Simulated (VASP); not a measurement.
# Ta2W (P6/mmm) in VASP: a series of runs, part 2 of 2

VASP 6.6.1. Earlier steps stand in the parts before.

## Step 3: Single point, r2SCAN

This run uses another cell than the first one, of 17.48 Å³/atom.

POSCAR

```
Ta2W
1.0
    4.7944756943      0.0000000000      0.0000000000
   -2.3972378472      4.1521377491      0.0000000000
    0.0000000000      0.0000000000      2.6339416531
Ta W
2 1
Direct
    0.3333333333      0.6666666667      0.5000000000
    0.6666666667      0.3333333333      0.5000000000
    0.0000000000      0.0000000000      0.0000000000
```

INCAR.step1

```
PREC = Accurate ; ENCUT = 520
ISMEAR = 0 ; SIGMA = 0.1
LREAL = False ; LASPH = True
NELM = 100 ; NBANDS = 25
GGA = PE ; ALGO = Normal
EDIFF = 1E-4 ; LWAVE = True
LCHARG = False
```

INCAR.step2

```
PREC = Accurate ; ENCUT = 520
EDIFF = 1E-6 ; ISMEAR = 0
SIGMA = 0.1 ; LREAL = False
LASPH = True ; NELM = 100
ALGO = Normal ; ISIF = 2
LWAVE = False ; LCHARG = False
METAGGA = R2SCAN ; LMIXTAU = True
NBANDS = 25 ; ISTART = 1
```

KPOINTS

```
regular mesh
0
Gamma
  12 12 18
```

Potentials or basis: VASP PAW PBE potentials, release 64 (Ta_pv, W_sv).

Launch:

```sh
$ cat potpaw_PBE.64/Ta_pv/POTCAR potpaw_PBE.64/W_sv/POTCAR > POTCAR
$ cp INCAR.step1 INCAR
$ mpirun -np 1 vasp_std > vasp.out
$ cp INCAR.step2 INCAR
$ mpirun -np 1 vasp_std > vasp.out
```

OUTCAR:

```text
PREC = Accurate
   ENCUT = 520
   EDIFF = 1E-6
   ISMEAR = 0
   LREAL = False
   LASPH = True
   NELM = 100
   ISIF = 2
   METAGGA = R2SCAN
   ISTART = 1

 ion  position               nearest neighbor table
   1  0.333  0.667  0.500-   2 2.77   2 2.77   2 2.77   3 3.07   3 3.07   3 3.07   3 3.07   3 3.07
                             3 3.07
   2  0.667  0.333  0.500-   1 2.77   1 2.77   1 2.77   3 3.07   3 3.07   3 3.07   3 3.07   3 3.07
                             3 3.07
   3  0.000  0.000  0.000-   1 3.07   2 3.07   1 3.07   2 3.07   2 3.07   2 3.07   1 3.07   1 3.07
                             2 3.07   2 3.07   1 3.07   1 3.07

  LATTYP: Found a hexagonal cell.
 ALAT       =     4.7944756943
 C/A-ratio  =     0.5493701128

  Lattice vectors:

 A1 = (   4.7944756943,   0.0000000000,   0.0000000000)
 A2 = (  -2.3972378472,   4.1521377491,   0.0000000000)
 A3 = (   0.0000000000,   0.0000000000,   2.6339416531)

Analysis of symmetry for initial positions (statically):
=====================================================================
 Subroutine PRICEL returns:
 Original cell was already a primitive cell.

[... 171 lines left out ...]

 E-fermi :   7.2026     XC(G=0): -14.0488

 val. band max:        7.1984866542   @ k =   0.1667   0.1667   0.3333
 cond. band min:       7.2127444737   @ k =   0.2500   0.0000   0.1667
 fundamental gap:      0.0142578196
 Fermi energy:         7.2026135202

 k-point     1 :       0.0000    0.0000    0.0000
  band No.  band energies     occupation
      1     -68.5213      2.00000
      2     -32.0821      2.00000
      3     -32.0821      2.00000
      4     -31.3849      2.00000
      5     -28.5190      2.00000
      6     -28.5190      2.00000
[... 661 lines left out ...]
     24      12.2282      0.00000
     25      12.6670      0.00000

 [... further k-points ...]

------------------------ aborting loop because EDIFF is reached ----------------------------------------

  FORCE on cell =-STRESS in cart. coord.  units (eV):
  Direction    XX          YY          ZZ          XY          YZ          ZX
  --------------------------------------------------------------------------------------
  -------------------------------------------------------------------------------------
  Total        0.2536559      0.2536559      0.3137353     -0.0000000      0.0000000      0.0000000
  in kB        7.7506224      7.7506224      9.5863862     -0.0000000      0.0000000      0.0000000
  external PRESSURE =       8.3625437 kB  Pullay stress =       0.0000000 kB

 VOLUME and BASIS-vectors are now :
 -----------------------------------------------------------------------------
  energy-cutoff  :      520.00
  volume of cell :       52.43
      direct lattice vectors                 reciprocal lattice vectors
     4.794475694  0.000000000  0.000000000     0.208573380  0.120419897  0.000000000
    -2.397237847  4.152137749  0.000000000     0.000000000  0.240839794  0.000000000
     0.000000000  0.000000000  2.633941653     0.000000000  0.000000000  0.379659131

 POSITION                                       TOTAL-FORCE (eV/Angst)
 -----------------------------------------------------------------------------------
     -0.00000      2.76809      1.31697        -0.000000      0.000000      0.000000
      2.39724      1.38405      1.31697         0.000000      0.000000     -0.000000
      0.00000      0.00000      0.00000        -0.000000      0.000000     -0.000000
 -----------------------------------------------------------------------------------
    total drift:                                0.000000      0.000000     -0.000000

  FREE ENERGIE OF THE ION-ELECTRON SYSTEM (eV)
  ---------------------------------------------------
  free  energy   TOTEN  =      -147.5617998932 eV

  energy  without entropy=     -147.5537107403  energy(sigma->0) =     -147.55775532
```

Wall time 8.7 min (1 thread of AMD EPYC 7R13 (Zen 3), shared host); peak memory 0.32 GiB.

Results:

| Item | Value |
| --- | --- |
| Free energy | -147.5618 eV |
| Pressure | 0.8 GPa |
| Band gap on the k mesh | zero (bands 18 and 19 overlap by 2.12 eV) |

Levels at points of the mesh, in eV from the Fermi level:
```
           k point  band 15  band 16  band 17  band 18  band 19  band 20  band 21  band 22
(0.00, 0.00, 0.00)    -2.10    -1.99    -1.99    -1.65     0.63     0.63     2.88     2.88
(0.50, 0.00, 0.00)    -2.18    -1.91    -1.83    -1.50     0.45     2.14     2.91     3.06
(0.00, 0.00, 0.50)    -3.56    -2.35    -0.11    -0.11     1.53     1.53     3.57     3.57
(0.50, 0.00, 0.50)    -1.61    -1.36    -1.07     0.07     0.70     0.91     2.31     3.83
```

Caveat: the PAW data sets were made with another functional, which shifts forces and pressure a little; spin-orbit coupling is left out, which moves the levels of the heavy elements.

The gap in the log of VASP goes by the Fermi energy; the results here count the filled bands.